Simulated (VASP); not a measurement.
Write the native input for VASP 6.6.1 that does the following.

* Task: relaxation of cell and atoms
* Functional: LDA
* Potentials or basis: VASP PAW LDA potentials, release 64 (Sr_sv)
* Cutoff: 500 eV
* k mesh: 13 × 13 × 13
* Occupations: fermi-dirac, width 0.05 eV
* Spin: no spin polarisation
* Dipole correction: no
* Further INCAR settings: ALGO = Normal; EDIFF = 1e-07; IBRION = 2; EDIFFG = -0.01; NSW = 60; ISIF = 3

The structure of Sr lies in POSCAR:

```
Sr
1.0
    0.0000000000      3.0423500000      3.0423500000
    3.0423500000      0.0000000000      3.0423500000
    3.0423500000      3.0423500000      0.0000000000
Sr
1
Direct
    0.0000000000      0.0000000000      0.0000000000
```

These files were run (other wordings do the same):

INCAR

```
PREC = Accurate
ENCUT = 500
EDIFF = 1E-7
ISMEAR = -1
SIGMA = 0.05
LREAL = F
LASPH = T
NELM = 120
ALGO = Normal
ISIF = 3
LWAVE = F
LCHARG = F
IBRION = 2
NSW = 60
EDIFFG = -0.01
GGA_COMPAT = F
NELMIN = 4
```

KPOINTS

```
Automatic mesh
0
Gamma
  13 13 13
```

Potentials or basis: VASP PAW LDA potentials, release 64 (Sr_sv).

Launch:

```console
$ cat potpaw_LDA.64/Sr_sv/POTCAR > POTCAR
$ mpirun -np 1 vasp_std > vasp.out
```

Results of the run:

```json
{
 "Relaxed volume": "48.59 Å³/atom",
 "Relaxed cell": "a = 4.096 Å, b = 4.096 Å, c = 4.096 Å, α = 60.00°, β = 60.00°, γ = 60.00°",
 "Space group after relaxing (to 0.1 Å)": "Fm-3m (No. 225)",
 "Energy gained by relaxing": "42.8 meV/atom",
 "Ionic steps": "4",
 "Pressure after relaxing": "0.0 GPa"
}
```

Run time: 62 s on 1 thread of AMD EPYC 9R45 96-Core Processor (Zen 5), with other jobs on the host, peak memory 0.16 GiB.
